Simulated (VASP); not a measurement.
# ZnS (P6_3mc) in VASP: a series of runs

ZnS is run at these levels: r2SCAN; tasks: single point.

All numbers are computed with VASP 6.6.1; they aren't measurements. Logs are shortened: lines on timing, memory, paths and dates and some standing lists are left out, and cuts for length are marked.

### Step 1. The cell of the first run

Symmetry: P6_3mc, No. 186, hexagonal system. The conventional cell has a = 3.809 Å, b = 3.809 Å, c = 12.466 Å, α = 90.00°, β = 90.00°, γ = 120.00°. Within 3.0 Å of Zn (site symmetry 3m) lie 4 S at 2.26 to 2.58 Å. Zn (site symmetry 3m) has 4 S at 2.26 to 2.59 Å within 3.0 Å. S (site symmetry 3m) has 4 Zn at 2.26 to 2.58 Å within 3.0 Å. S (site symmetry 3m) has 4 Zn at 2.26 to 2.59 Å within 3.0 Å.

### Step 2. Single point, r2SCAN (all Zn atoms moved -0.250 Å, as atom 1 along Cartesian [0 0 1])

POSCAR

```
ZnS
1.0
    3.8087369152      0.0000000000      0.0000000000
   -1.9043684576      3.2984629249      0.0000000000
    0.0000000000      0.0000000000     12.4664651431
Zn S
4 4
Direct
    0.0000000000      0.0000000000     -0.0199394077
    0.0000000000      0.0000000000      0.4800605923
    0.3333333333      0.6666666667      0.2300168173
    0.6666666667      0.3333333333      0.7300168173
    0.0000000000      0.0000000000      0.1872361436
    0.0000000000      0.0000000000      0.6872361436
    0.3333333333      0.6666666667      0.4375788466
    0.6666666667      0.3333333333      0.9375788466
```

INCAR.step1

```
SYSTEM = ZnS
  PREC = Accurate
  ENCUT = 520
  ISMEAR = 0
  SIGMA = 0.05
  LREAL = .FALSE.
  LASPH = .TRUE.
  NELM = 80
  NBANDS = 46
  GGA = PE
  ALGO = Normal
  EDIFF = 1E-4
  LWAVE = .TRUE.
  LCHARG = .FALSE.
```

INCAR.step2

```
SYSTEM = ZnS
  PREC = Accurate
  ENCUT = 520
  EDIFF = 1E-6
  ISMEAR = 0
  SIGMA = 0.05
  LREAL = .FALSE.
  LASPH = .TRUE.
  NELM = 80
  ALGO = Normal
  ISIF = 2
  LWAVE = .FALSE.
  LCHARG = .TRUE.
  METAGGA = R2SCAN
  LMIXTAU = .TRUE.
  LELF = .TRUE.
  LVHAR = .TRUE.
  NBANDS = 46
  ISTART = 1
```

KPOINTS

```
regular mesh
0
G
  6 6 2
  0 0 0
```

Potentials or basis: VASP PAW PBE potentials, release 64 (Zn, S).

Run with:

```
$ cat potpaw_PBE.64/Zn/POTCAR potpaw_PBE.64/S/POTCAR > POTCAR
$ cp INCAR.step1 INCAR
$ mpirun -np 1 vasp_std > vasp.out
$ cp INCAR.step2 INCAR
$ mpirun -np 1 vasp_std > vasp.out
```

OUTCAR:

```text
SYSTEM = ZnS
   PREC = Accurate
   ENCUT = 520
   EDIFF = 1E-6
   ISMEAR = 0
   LREAL = .FALSE.
   LASPH = .TRUE.
   NELM = 80
   ISIF = 2
   METAGGA = R2SCAN
   ISTART = 1

 ion  position               nearest neighbor table
   1  0.000  0.000  0.980-   8 2.26   8 2.26   8 2.26   5 2.58
   2  0.000  0.000  0.480-   7 2.26   7 2.26   7 2.26   6 2.58
   3  0.333  0.667  0.230-   5 2.26   5 2.26   5 2.26   7 2.59
   4  0.667  0.333  0.730-   6 2.26   6 2.26   6 2.26   8 2.59
   5  0.000  0.000  0.187-   3 2.26   3 2.26   3 2.26   1 2.58
   6  0.000  0.000  0.687-   4 2.26   4 2.26   4 2.26   2 2.58
   7  0.333  0.667  0.438-   2 2.26   2 2.26   2 2.26   3 2.59
   8  0.667  0.333  0.938-   1 2.26   1 2.26   1 2.26   4 2.59

  LATTYP: Found a hexagonal cell.
 ALAT       =     3.8087369152
 C/A-ratio  =     3.2731231956

  Lattice vectors:

 A1 = (   3.8087369152,   0.0000000000,   0.0000000000)
 A2 = (  -1.9043684576,   3.2984629249,   0.0000000000)
 A3 = (   0.0000000000,   0.0000000000,  12.4664651431)

Analysis of symmetry for initial positions (statically):
=====================================================================
 Subroutine PRICEL returns:
 Original cell was already a primitive cell.

 Routine SETGRP: Setting up the symmetry group for a
 hexagonal supercell.

 Subroutine GETGRP returns: Found 12 space group operations
 (whereof  6 operations were pure point group operations)
 out of a pool of 24 trial point group operations.

The static configuration has the point symmetry C_3v.
 The point group associated with its full space group is C_6v.

Analysis of symmetry for dynamics (positions and initial velocities):
=====================================================================
 Subroutine PRICEL returns:
 Original cell was already a primitive cell.

 Routine SETGRP: Setting up the symmetry group for a
 hexagonal supercell.

 Subroutine GETGRP returns: Found 12 space group operations
 (whereof  6 operations were pure point group operations)
 out of a pool of 24 trial point group operations.

The dynamic configuration has the point symmetry C_3v.
 The point group associated with its full space group is C_6v.

 Subroutine INISYM returns: Found 12 space group operations
 (whereof  6 operations are pure point group operations),
 and found     1 'primitive' translations

----------------------------------------------------------------------------------------

                                     Primitive cell

  volume of cell :     156.6159

  direct lattice vectors                    reciprocal lattice vectors
     3.808736915  0.000000000  0.000000000     0.262554233  0.151585757  0.000000000
    -1.904368458  3.298462925  0.000000000     0.000000000  0.303171514  0.000000000
     0.000000000  0.000000000 12.466465143     0.000000000  0.000000000  0.080215200

  length of vectors
     3.808736915  3.808736915 12.466465143     0.303171514  0.303171514  0.080215200

  position of ions in fractional coordinates (direct lattice)
     0.000000000  0.000000000  0.980060592
     0.000000000  0.000000000  0.480060592
     0.333333333  0.666666667  0.230016817
     0.666666667  0.333333333  0.730016817
     0.000000000  0.000000000  0.187236144
     0.000000000  0.000000000  0.687236144
     0.333333333  0.666666667  0.437578847
     0.666666667  0.333333333  0.937578847

  ion indices of the primitive-cell ions
   primitive index   ion index
                 1           1
                 2           2
                 3           3
                 4           4
                 5           5
                 6           6
                 7           7
                 8           8

----------------------------------------------------------------------------------------

 KPOINTS: regular mesh

Automatic generation of k-mesh.
 Grid dimensions read from file:
 generate k-points for:    6    6    2

 Generating k-lattice:

  Cartesian coordinates                     Fractional coordinates (reciprocal lattice)
     0.043759039  0.025264293  0.000000000     0.166666667  0.000000000  0.000000000
     0.000000000  0.050528586  0.000000000     0.000000000  0.166666667  0.000000000
     0.000000000  0.000000000  0.040107600     0.000000000  0.000000000  0.500000000

  Length of vectors
     0.050528586  0.050528586  0.040107600

  Shift w.r.t. Gamma in fractional coordinates (k-lattice)
     0.000000000  0.000000000  0.000000000

 Subroutine IBZKPT returns following result:
 ===========================================

 Found     14 irreducible k-points:

 Following reciprocal coordinates:
            Coordinates               Weight
  0.000000  0.000000  0.000000      1.000000
  0.166667  0.000000  0.000000      6.000000
  0.333333  0.000000  0.000000      6.000000
  0.500000  0.000000  0.000000      3.000000
  0.166667  0.166667  0.000000      6.000000
  0.333333  0.166667  0.000000     12.000000
  0.333333  0.333333  0.000000      2.000000
  0.000000  0.000000  0.500000      1.000000
  0.166667  0.000000  0.500000      6.000000
  0.333333  0.000000  0.500000      6.000000
  0.500000  0.000000  0.500000      3.000000
  0.166667  0.166667  0.500000      6.000000
  0.333333  0.166667  0.500000     12.000000
  0.333333  0.333333  0.500000      2.000000
   k-points           NKPTS =     14   k-points in BZ     NKDIM =     14   number of bands    NBANDS=     46
   number of dos      NEDOS =    301   number of ions     NIONS =      8
   total plane-waves  NPLWV =  75264
   dimension x,y,z NGX =    28 NGY =   28 NGZ =   96
   dimension x,y,z NGXF=    56 NGYF=   56 NGZF=  192
   ions per type =               4   4
   NGX,Y,Z   is equivalent  to a cutoff of  12.22, 12.22, 12.80 a.u.
   NGXF,Y,Z  is equivalent  to a cutoff of  24.44, 24.44, 25.60 a.u.
 SYSTEM =  ZnS
   PREC   = accura    normal or accurate (medium, high low for compatibility)
   ISTART =      1    job   : 0-new  1-cont  2-samecut
   ICHARG =      0    charge: 1-file 2-atom 10-const
   ISPIN  =      1    spin polarized calculation?
   LNONCOLLINEAR =      F non collinear calculations
   LSORBIT =      F    spin-orbit coupling
   LASPH  =      T    aspherical Exc in radial PAW
   ENCUT  =  520.0 eV  38.22 Ry    6.18 a.u.   7.08  7.08 23.18*2*pi/ulx,y,z
   NELM   =     80;   NELMIN=  2; NELMDL=  0     # of ELM steps
   EDIFF  = 0.1E-05   stopping-criterion for ELM
   LREAL  =      F    real-space projection
   EDIFFG = 0.1E-04   stopping-criterion for IOM
   NSW    =      0    number of steps for IOM
   IBRION =     -1    ionic relax: 0-MD 1-quasi-New 2-CG
   NFREE  =      0    steps in history (QN), initial steepest desc. (CG)
   ISIF   =      2    stress and relaxation
   ISYM   =      2    0-nonsym 1-usesym 2-fastsym
   POTIM  = 0.5000    time-step for ionic-motion
   TEBEG  =    0.0;   TEEND  =   0.0 temperature during run
   PSTRESS=    0.0 pullay stress
   NELECT =      72.0000    total number of electrons
   NUPDOWN=      -1.0000    fix difference up-down
   EMIN   =  10.00;   EMAX   =-10.00  energy-range for DOS
   EFERMI =   0.00;   METHOD = LEGACY
   ISMEAR =     0;   SIGMA  =   0.05  broadening in eV -4-tet -1-fermi 0-gaus
   EFERMI_NEDOS =   21; number of points for ismear=-14 and -15
   IALGO  =     38    algorithm
   IMIX   =      4    mixing-type and parameters
     AMIX     =   0.40;   BMIX     =  1.00
     AMIX_MAG =   1.60;   BMIX_MAG =  1.00
  volume/ion in A,a.u.               =      19.58       132.11
  Fermi-wavevector in a.u.,A,eV,Ry     =   1.263495  2.387660 21.720624  1.596421
  Thomas-Fermi vector in A             =   2.396849
   LORBIT       =      0    0 simple, 1 ext, 2 COOP (PROOUT), +10 PAW based schemes
   METAGGA = R2SCAN    functional components
   LHFCALC =     F    Hartree Fock is set to
   AEXX    =    0.0000 exact exchange contribution
   IVDW    =     0    specifies the selected vdW correction
   LEPSILON=     F    determine dielectric tensor
   LRPA    =     F    only Hartree local field effects (RPA)
 non-spin polarized calculation
 Gauss-broadening in eV      SIGMA  =   0.05
  energy-cutoff  :      520.00
  volume of cell :      156.62
 maximum number of plane-waves:      4251
   NGX = 15   NGY = 15   NGZ = 47

 number of electron      71.9999995 magnetization

 Free energy of the ion-electron system (eV)
  ---------------------------------------------------
  ext. energy  EPLUGINS =         0.00000000
  ---------------------------------------------------
  free energy    TOTEN  =       -74.95550913 eV

  energy without entropy =      -74.95550913  energy(sigma->0) =      -74.95550913

 E-fermi :   2.2164     XC(G=0): -10.3103

 val. band max:        1.9533956919   @ k =   0.0000   0.0000   0.0000
 cond. band min:       4.7241745799   @ k =   0.0000   0.0000   0.0000
 fundamental gap:      2.7707788880
 Fermi energy:         2.2164262616

 k-point     1 :       0.0000    0.0000    0.0000
  band No.  band energies     occupation
      1     -11.8777      2.00000
      2     -11.4918      2.00000
      3     -11.4614      2.00000
      4     -11.0092      2.00000
      5      -4.8082      2.00000
      6      -4.8082      2.00000
[... 38 lines left out ...]
     45       9.0890      0.00000
     46       9.2430      0.00000

 k-point     2 :       0.1667    0.0000    0.0000
  band No.  band energies     occupation
      1     -11.6826      2.00000
      2     -11.3270      2.00000
      3     -11.2961      2.00000
      4     -10.8887      2.00000
      5      -4.8126      2.00000
      6      -4.8021      2.00000
[... 38 lines left out ...]
     45       9.0314      0.00000
     46       9.4659      0.00000

 k-point     3 :       0.3333    0.0000    0.0000
  band No.  band energies     occupation
      1     -11.2160      2.00000
      2     -10.9622      2.00000
      3     -10.9308      2.00000
      4     -10.6617      2.00000
      5      -4.7620      2.00000
      6      -4.7304      2.00000
[... 528 lines left out ...]
     45       9.7182      0.00000
     46       9.7182      0.00000

 k-point    14 :       0.3333    0.3333    0.5000
  band No.  band energies     occupation
      1     -10.6680      2.00000
      2     -10.6680      2.00000
      3     -10.6320      2.00000
      4     -10.6320      2.00000
      5      -4.5423      2.00000
      6      -4.5423      2.00000
[... 38 lines left out ...]
     45       9.7150      0.00000
     46       9.7150      0.00000

------------------------ aborting loop because EDIFF is reached ----------------------------------------

  FORCE on cell =-STRESS in cart. coord.  units (eV):
  Direction    XX          YY          ZZ          XY          YZ          ZX
  --------------------------------------------------------------------------------------
  -------------------------------------------------------------------------------------
  Total        3.5793973      3.5793973     -2.3236039      0.0000000      0.0000000      0.0000000
  in kB       36.6171534     36.6171534    -23.7704155      0.0000000      0.0000000      0.0000000
  external PRESSURE =      16.4879637 kB  Pullay stress =       0.0000000 kB

 VOLUME and BASIS-vectors are now :
 -----------------------------------------------------------------------------
  energy-cutoff  :      520.00
  volume of cell :      156.62
      direct lattice vectors                 reciprocal lattice vectors
     3.808736915  0.000000000  0.000000000     0.262554233  0.151585757  0.000000000
    -1.904368458  3.298462925  0.000000000     0.000000000  0.303171514  0.000000000
     0.000000000  0.000000000 12.466465143     0.000000000  0.000000000  0.080215200

 POSITION                                       TOTAL-FORCE (eV/Angst)
 -----------------------------------------------------------------------------------
      0.00000      0.00000     12.21789        -0.000000     -0.000000      0.789615
      0.00000      0.00000      5.98466         0.000000     -0.000000      0.789615
     -0.00000      2.19898      2.86750         0.000000      0.000000      0.796558
      1.90437      1.09949      9.10073        -0.000000      0.000000      0.796558
      0.00000      0.00000      2.33417        -0.000000     -0.000000     -0.805541
      0.00000      0.00000      8.56741        -0.000000     -0.000000     -0.805541
     -0.00000      2.19898      5.45506        -0.000000     -0.000000     -0.780632
      1.90437      1.09949     11.68829        -0.000000     -0.000000     -0.780632
 -----------------------------------------------------------------------------------
    total drift:                               -0.000001     -0.000002      0.009574

  FREE ENERGIE OF THE ION-ELECTRON SYSTEM (eV)
  ---------------------------------------------------
  free  energy   TOTEN  =       -74.9555091265 eV

  energy  without entropy=      -74.9555091265  energy(sigma->0) =      -74.95550913
```

Wall time 3.5 min (1 thread of Intel Xeon 6975P-C (Granite Rapids), shared host); peak memory 0.32 GiB.

What came out:

* Free energy: -74.9555 eV
* Pressure: 1.6 GPa
* Largest force: 0.806 eV/Å
* Band gap on the k mesh: 2.77 eV

Forces in eV/Å, atoms in the order of the input:
```
Zn   0.000  0.000  0.790
Zn   0.000  0.000  0.790
Zn   0.000  0.000  0.797
Zn   0.000  0.000  0.797
S    0.000  0.000 -0.806
S    0.000  0.000 -0.806
S    0.000  0.000 -0.781
S    0.000  0.000 -0.781
```

Stress tensor (GPa, compression positive):
```
 3.66  0.00  0.00
 0.00  3.66  0.00
 0.00  0.00 -2.38
```

Caveat: the cell differs from its parent crystal (all Zn atoms moved -0.250 Å, as atom 1 along Cartesian [0 0 1]); the stress differs along the axes, from -2 to 4 GPa; the PAW data sets were made with another functional, which shifts forces and pressure a little.

### Step 3. Single point, r2SCAN (all Zn atoms moved +0.125 Å, as atom 1 along Cartesian [0 0 1])

POSCAR

```
ZnS
1.0
    3.8087369152      0.0000000000      0.0000000000
   -1.9043684576      3.2984629249      0.0000000000
    0.0000000000      0.0000000000     12.4664651431
Zn S
4 4
Direct
    0.0000000000      0.0000000000      0.0101412925
    0.0000000000      0.0000000000      0.5101412925
    0.3333333333      0.6666666667      0.2600975175
    0.6666666667      0.3333333333      0.7600975175
    0.0000000000      0.0000000000      0.1872361436
    0.0000000000      0.0000000000      0.6872361436
    0.3333333333      0.6666666667      0.4375788466
    0.6666666667      0.3333333333      0.9375788466
```

INCAR.step1

```
ALGO = Normal
EDIFF = 1E-4
ENCUT = 520
GGA = PE
ISMEAR = 0
LASPH = True
LCHARG = False
LREAL = False
LWAVE = True
NBANDS = 46
NELM = 60
PREC = Accurate
SIGMA = 0.05
```

INCAR.step2

```
ALGO = Normal
EDIFF = 1E-7
ENCUT = 520
ISIF = 2
ISMEAR = 0
ISTART = 1
LASPH = True
LCHARG = False
LMIXTAU = True
LREAL = False
LWAVE = False
METAGGA = R2SCAN
NBANDS = 46
NELM = 60
PREC = Accurate
SIGMA = 0.05
```

KPOINTS

```
k-points
0
Gamma
  6 6 2
```

Potentials or basis: VASP PAW PBE potentials, release 64 (Zn, S).

Run with:

```
$ cat potpaw_PBE.64/Zn/POTCAR potpaw_PBE.64/S/POTCAR > POTCAR
$ cp INCAR.step1 INCAR
$ mpirun -np 1 vasp_std > vasp.out
$ cp INCAR.step2 INCAR
$ mpirun -np 1 vasp_std > vasp.out
```

It took 4.7 min on 1 thread of Intel Xeon 6975P-C (Granite Rapids), shared host; peak memory 0.31 GiB.

Results (log left out):

* Free energy: -75.2284 eV
* Pressure: 0.6 GPa
* Largest force: 1.005 eV/Å
* Band gap on the k mesh: 2.69 eV

Forces in eV/Å, atoms in the order of the input:
```
Zn   0.000  0.000 -1.002
Zn   0.000  0.000 -1.002
Zn   0.000  0.000 -0.988
Zn   0.000  0.000 -0.988
S    0.000  0.000  1.005
S    0.000  0.000  1.005
S    0.000  0.000  0.984
S    0.000  0.000  0.984
```

Stress tensor (GPa, compression positive):
```
-1.61  0.00  0.00
 0.00 -1.61  0.00
 0.00  0.00  5.15
```

Levels at points of the mesh, in eV from the valence-band top:
| k point | band 32 | band 33 | band 34 | band 35 | band 36 | band 37 | band 38 | band 39 | band 40 | band 41 |
| --- | --- | --- | --- | --- | --- | --- | --- | --- | --- | --- |
| (0.00, 0.00, 0.00) | -0.55 | -0.55 | -0.26 | 0.00 | 0.00 | 2.69 | 3.87 | 4.02 | 4.25 | 6.78 |
| (0.50, 0.00, 0.00) | -1.80 | -1.62 | -1.61 | -1.37 | -0.74 | 3.58 | 3.65 | 4.18 | 4.80 | 5.32 |
| (0.00, 0.00, 0.50) | -0.90 | -0.17 | -0.17 | -0.17 | -0.17 | 3.53 | 3.53 | 3.98 | 3.98 | 6.88 |
| (0.50, 0.00, 0.50) | -2.15 | -1.80 | -1.80 | -1.02 | -1.02 | 4.05 | 4.05 | 4.42 | 4.42 | 5.00 |

Caveat: the cell differs from its parent crystal (all Zn atoms moved +0.125 Å, as atom 1 along Cartesian [0 0 1]); the stress differs along the axes, from -2 to 5 GPa; the PAW data sets were made with another functional, which shifts forces and pressure a little.

[end of part 1 of 2]
